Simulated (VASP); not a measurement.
# In (I4/mmm) in VASP: single point with PBEsol

Aim: the single point of In with PBEsol.

Everything below comes from runs of VASP 6.6.1. Logs are shortened: lines on timing, memory, paths and dates and some standing lists are left out, and cuts for length are marked.

### Step 1. The cell of the first run

The structure is tetragonal, space group I4/mmm (No. 139). Conventional cell: a = 3.289 Å, b = 3.289 Å, c = 4.934 Å, α = 90.00°, β = 90.00°, γ = 90.00°. In (site symmetry 4/mmm) has 12 In at 3.29 to 3.39 Å within 4.3 Å.

### Step 2. Single point, PBEsol

File INCAR:

```
PREC = Accurate
ENCUT = 520
EDIFF = 1E-6
ISMEAR = 0
SIGMA = 0.15
LREAL = F
LASPH = T
NELM = 80
ALGO = Fast
ISIF = 2
LWAVE = F
LCHARG = T
GGA = PS
LELF = T
LVHAR = T
NBANDS = 12
```

File KPOINTS:

```
regular mesh
0
Gamma
  20 20 20
```

File POSCAR:

```
In
1.0
   -1.6445372740      1.6445372740      2.4668059111
    1.6445372740     -1.6445372740      2.4668059111
    1.6445372740      1.6445372740     -2.4668059111
In
1
Direct
    0.0000000000      0.0000000000      0.0000000000
```

Potentials or basis: VASP PAW PBE potentials, release 64 (In_d).

The run is started by

```sh
$ cat potpaw_PBE.64/In_d/POTCAR > POTCAR
$ mpirun -np 1 vasp_std > vasp.out
```

OUTCAR:

```text
PREC = Accurate
   ENCUT = 520
   EDIFF = 1E-6
   ISMEAR = 0
   LREAL = F
   LASPH = T
   NELM = 80
   ISIF = 2
   GGA = PS

 ion  position               nearest neighbor table
   1  0.000  0.000  0.000-

  LATTYP: Found a body centered tetragonal cell.
 ALAT       =     3.2890745480
 C/A-ratio  =     1.5000000001

  Lattice vectors:

 A1 = (  -1.6445372740,   1.6445372740,   2.4668059111)
 A2 = (   1.6445372740,  -1.6445372740,   2.4668059111)
 A3 = (   1.6445372740,   1.6445372740,  -2.4668059111)

Analysis of symmetry for initial positions (statically):
=====================================================================
 Subroutine PRICEL returns:
 Original cell was already a primitive cell.

 Routine SETGRP: Setting up the symmetry group for a
 body centered tetragonal supercell.

 Subroutine GETGRP returns: Found 16 space group operations
 (whereof 16 operations were pure point group operations)
 out of a pool of 16 trial point group operations.

The static configuration has the point symmetry D_4h.

Analysis of symmetry for dynamics (positions and initial velocities):
=====================================================================
 Subroutine PRICEL returns:
 Original cell was already a primitive cell.

 Routine SETGRP: Setting up the symmetry group for a
 body centered tetragonal supercell.

 Subroutine GETGRP returns: Found 16 space group operations
 (whereof 16 operations were pure point group operations)
 out of a pool of 16 trial point group operations.

The dynamic configuration has the point symmetry D_4h.

 Subroutine INISYM returns: Found 16 space group operations
 (whereof 16 operations are pure point group operations),
 and found     1 'primitive' translations

----------------------------------------------------------------------------------------

                                     Primitive cell

  volume of cell :      26.6859

  direct lattice vectors                    reciprocal lattice vectors
    -1.644537274  1.644537274  2.466805911     0.000000000  0.304036891  0.202691261
     1.644537274 -1.644537274  2.466805911     0.304036891  0.000000000  0.202691261
     1.644537274  1.644537274 -2.466805911     0.304036891  0.304036891  0.000000000

  length of vectors
     3.390300443  3.390300443  3.390300443     0.365406867  0.365406867  0.429973095

  position of ions in fractional coordinates (direct lattice)
     0.000000000  0.000000000  0.000000000

  ion indices of the primitive-cell ions
   primitive index   ion index
                 1           1

----------------------------------------------------------------------------------------

 KPOINTS: regular mesh

Automatic generation of k-mesh.
 Grid dimensions read from file:
 generate k-points for:   20   20   20

 Generating k-lattice:

  Cartesian coordinates                     Fractional coordinates (reciprocal lattice)
     0.000000000  0.015201845  0.010134563     0.050000000  0.000000000  0.000000000
     0.015201845  0.000000000  0.010134563     0.000000000  0.050000000  0.000000000
     0.015201845  0.015201845  0.000000000     0.000000000  0.000000000  0.050000000

  Length of vectors
     0.018270343  0.018270343  0.021498655

  Shift w.r.t. Gamma in fractional coordinates (k-lattice)
     0.000000000  0.000000000  0.000000000

 Subroutine IBZKPT returns following result:
 ===========================================

 Found    641 irreducible k-points:

 Following reciprocal coordinates:
            Coordinates               Weight
  0.000000  0.000000  0.000000      1.000000
  0.050000  0.000000  0.000000      8.000000
  0.100000  0.000000  0.000000      8.000000
  0.150000  0.000000 -0.000000      8.000000
  0.200000  0.000000  0.000000      8.000000
  0.250000  0.000000 -0.000000      8.000000
[... 16 lines left out ...]
 -0.400000  0.050000  0.000000     16.000000
 -0.350000  0.050000  0.000000     16.000000
 [... further k-points ...]
   k-points           NKPTS =    641   k-points in BZ     NKDIM =    641   number of bands    NBANDS=     12
   number of dos      NEDOS =    301   number of ions     NIONS =      1
   total plane-waves  NPLWV =  21952
   dimension x,y,z NGX =    28 NGY =   28 NGZ =   28
   dimension x,y,z NGXF=    56 NGYF=   56 NGZF=   56
   ions per type =               1
   NGX,Y,Z   is equivalent  to a cutoff of  13.73, 13.73, 13.73 a.u.
   NGXF,Y,Z  is equivalent  to a cutoff of  27.46, 27.46, 27.46 a.u.
 SYSTEM =  unknown system
   PREC   = accura    normal or accurate (medium, high low for compatibility)
   ISTART =      0    job   : 0-new  1-cont  2-samecut
   ICHARG =      2    charge: 1-file 2-atom 10-const
   ISPIN  =      1    spin polarized calculation?
   LNONCOLLINEAR =      F non collinear calculations
   LSORBIT =      F    spin-orbit coupling
   LASPH  =      T    aspherical Exc in radial PAW
   ENCUT  =  520.0 eV  38.22 Ry    6.18 a.u.   6.30  6.30  6.30*2*pi/ulx,y,z
   NELM   =     80;   NELMIN=  2; NELMDL= -5     # of ELM steps
   EDIFF  = 0.1E-05   stopping-criterion for ELM
   LREAL  =      F    real-space projection
   EDIFFG = 0.1E-04   stopping-criterion for IOM
   NSW    =      0    number of steps for IOM
   IBRION =     -1    ionic relax: 0-MD 1-quasi-New 2-CG
   NFREE  =      0    steps in history (QN), initial steepest desc. (CG)
   ISIF   =      2    stress and relaxation
   ISYM   =      2    0-nonsym 1-usesym 2-fastsym
   POTIM  = 0.5000    time-step for ionic-motion
   TEBEG  =    0.0;   TEEND  =   0.0 temperature during run
   PSTRESS=    0.0 pullay stress
   NELECT =      13.0000    total number of electrons
   NUPDOWN=      -1.0000    fix difference up-down
   EMIN   =  10.00;   EMAX   =-10.00  energy-range for DOS
   EFERMI =   0.00;   METHOD = LEGACY
   ISMEAR =     0;   SIGMA  =   0.15  broadening in eV -4-tet -1-fermi 0-gaus
   EFERMI_NEDOS =   21; number of points for ismear=-14 and -15
   IALGO  =     68    algorithm
   IMIX   =      4    mixing-type and parameters
     AMIX     =   0.40;   BMIX     =  1.00
     AMIX_MAG =   1.60;   BMIX_MAG =  1.00
  volume/ion in A,a.u.               =      26.69       180.09
  Fermi-wavevector in a.u.,A,eV,Ry     =   1.288136  2.434225 22.576080  1.659295
  Thomas-Fermi vector in A             =   2.420108
   LORBIT       =      0    0 simple, 1 ext, 2 COOP (PROOUT), +10 PAW based schemes
   GGA     = PS    functional components
   LHFCALC =     F    Hartree Fock is set to
   AEXX    =    0.0000 exact exchange contribution
   IVDW    =     0    specifies the selected vdW correction
   LEPSILON=     F    determine dielectric tensor
   LRPA    =     F    only Hartree local field effects (RPA)
 non-spin polarized calculation
 RMM-DIIS sequential band-by-band and
 Gauss-broadening in eV      SIGMA  =   0.15
  energy-cutoff  :      520.00
  volume of cell :       26.69
 maximum number of plane-waves:       736
 NGX is ok and might be reduce to    28
   NGX = 13   NGY = 13   NGZ = 13

 number of electron      13.0000001 magnetization

 Free energy of the ion-electron system (eV)
  ---------------------------------------------------
  ext. energy  EPLUGINS =         0.00000000
  ---------------------------------------------------
  free energy    TOTEN  =        -2.98087569 eV

  energy without entropy =       -2.97577131  energy(sigma->0) =       -2.97832350

 E-fermi :   7.1210     XC(G=0): -10.3111

 val. band max:        7.1170771837   @ k =  -0.4000  -0.4500   0.2500
 cond. band min:       7.1337364267   @ k =  -0.2000   0.4000   0.0500
 fundamental gap:      0.0166592430
 Fermi energy:         7.1210184257

 k-point     1 :       0.0000    0.0000    0.0000
  band No.  band energies     occupation
      1      -7.4437      2.00000
      2      -7.3634      2.00000
      3      -7.3633      2.00000
      4      -7.2676      2.00000
      5      -7.1880      2.00000
      6      -2.2957      2.00000
      7      17.4725      0.00000
      8      17.4725      0.00000
      9      17.6088      0.00000
     10      18.6550      0.00000
     11      20.9528      0.00000
     12      21.0259      0.00000

 k-point     2 :       0.0500    0.0000    0.0000
  band No.  band energies     occupation
      1      -7.4401      2.00000
      2      -7.3632      2.00000
      3      -7.3594      2.00000
      4      -7.2672      2.00000
      5      -7.1894      2.00000
      6      -2.2418      2.00000
      7      16.7671      0.00000
      8      17.3967      0.00000
      9      17.4361      0.00000
     10      18.5052      0.00000
     11      21.1364      0.00000
     12      21.1781      0.00000

 k-point     3 :       0.1000    0.0000    0.0000
  band No.  band energies     occupation
      1      -7.4308      2.00000
      2      -7.3632      2.00000
      3      -7.3486      2.00000
      4      -7.2647      2.00000
      5      -7.1927      2.00000
      6      -2.0796      2.00000
      7      15.2238      0.00000
      8      17.0957      0.00000
      9      17.2038      0.00000
     10      18.4173      0.00000
     11      21.4723      0.00000
     12      21.6025      0.00000

 k-point     4 :       0.1500    0.0000   -0.0000
  band No.  band energies     occupation
      1      -7.4213      2.00000
      2      -7.3645      2.00000
      3      -7.3343      2.00000
      4      -7.2551      2.00000
      5      -7.1951      2.00000
      6      -1.8073      2.00000
      7      13.5270      0.00000
      8      16.6700      0.00000
      9      16.9584      0.00000
     10      18.3664      0.00000
     11      20.9388      0.00000
     12      22.2074      0.00000

 k-point     5 :       0.2000    0.0000    0.0000
  band No.  band energies     occupation
      1      -7.4169      2.00000
      2      -7.3693      2.00000
      3      -7.3224      2.00000
      4      -7.2334      2.00000
      5      -7.1919      2.00000
      6      -1.4232      2.00000
      7      11.8401      0.00000
      8      16.2293      0.00000
      9      16.7095      0.00000
     10      18.3209      0.00000
     11      20.3367      0.00000
     12      22.3522      0.00000
[... 228 lines left out ...]
      1      -7.4484      2.00000
      2      -7.4085      2.00000
      3      -7.3488      2.00000
      4      -7.0996      2.00000
      5      -7.0640      2.00000
      6       2.7560      2.00000
      7       3.9938      2.00000
      8      14.4907      0.00000
      9      15.5243      0.00000
     10      17.6019      0.00000
     11      18.9474      0.00000
     12      20.5866      0.00000

 k-point    22 :      -0.4500    0.0500    0.0000
  band No.  band energies     occupation
      1      -7.4454      2.00000
      2      -7.4048      2.00000
      3      -7.3457      2.00000
      4      -7.1115      2.00000
      5      -7.0711      2.00000
      6       1.9075      2.00000
      7       5.0147      2.00000
      8      14.4884      0.00000
      9      15.6661      0.00000
     10      17.6435      0.00000
     11      19.1230      0.00000
     12      20.7302      0.00000

 k-point    23 :      -0.4000    0.0500    0.0000
  band No.  band energies     occupation
      1      -7.4385      2.00000
      2      -7.3983      2.00000
      3      -7.3387      2.00000
      4      -7.1323      2.00000
      5      -7.0908      2.00000
      6       1.0198      2.00000
      7       6.2874      2.00000
      8      14.5691      0.00000
      9      15.8415      0.00000
     10      17.8129      0.00000
     11      19.3803      0.00000
     12      20.6155      0.00000

 k-point    24 :      -0.3500    0.0500    0.0000
  band No.  band energies     occupation
      1      -7.4290      2.00000
      2      -7.3899      2.00000
      3      -7.3295      2.00000
      4      -7.1593      2.00000
      5      -7.1200      2.00000
      6       0.2235      2.00000
      7       7.6792      0.00000
      8      14.7347      0.00000
      9      16.0330      0.00000
     10      18.0956      0.00000
     11      19.7190      0.00000
     12      20.5504      0.00000

 [... further k-points ...]
[... 5 lines left out ...]
  --------------------------------------------------------------------------------------
  -------------------------------------------------------------------------------------
  Total       -0.2766128     -0.2766128     -0.2884164      0.0000000     -0.0000000      0.0000000
  in kB      -16.6073547    -16.6073547    -17.3160221      0.0000000     -0.0000000      0.0000000
  external PRESSURE =     -16.8435772 kB  Pullay stress =       0.0000000 kB

 VOLUME and BASIS-vectors are now :
 -----------------------------------------------------------------------------
  energy-cutoff  :      520.00
  volume of cell :       26.69
      direct lattice vectors                 reciprocal lattice vectors
    -1.644537274  1.644537274  2.466805911     0.000000000  0.304036891  0.202691261
     1.644537274 -1.644537274  2.466805911     0.304036891  0.000000000  0.202691261
     1.644537274  1.644537274 -2.466805911     0.304036891  0.304036891  0.000000000

 POSITION                                       TOTAL-FORCE (eV/Angst)
 -----------------------------------------------------------------------------------
      0.00000      0.00000      0.00000        -0.000000      0.000000      0.000000
 -----------------------------------------------------------------------------------
    total drift:                               -0.000000     -0.000000     -0.000000

  FREE ENERGIE OF THE ION-ELECTRON SYSTEM (eV)
  ---------------------------------------------------
  free  energy   TOTEN  =        -2.9808756876 eV

  energy  without entropy=       -2.9757713124  energy(sigma->0) =       -2.97832350
```

Wall time 3 min (1 thread of Intel Xeon Platinum 8488C (Sapphire Rapids), shared host); peak memory 0.31 GiB.

What came out:

```
Free energy : -2.9809 eV
Pressure    : -1.7 GPa
```

Caveat: the PAW data sets were made with another functional, which shifts forces and pressure a little; spin-orbit coupling is left out, which moves the levels of the heavy elements.
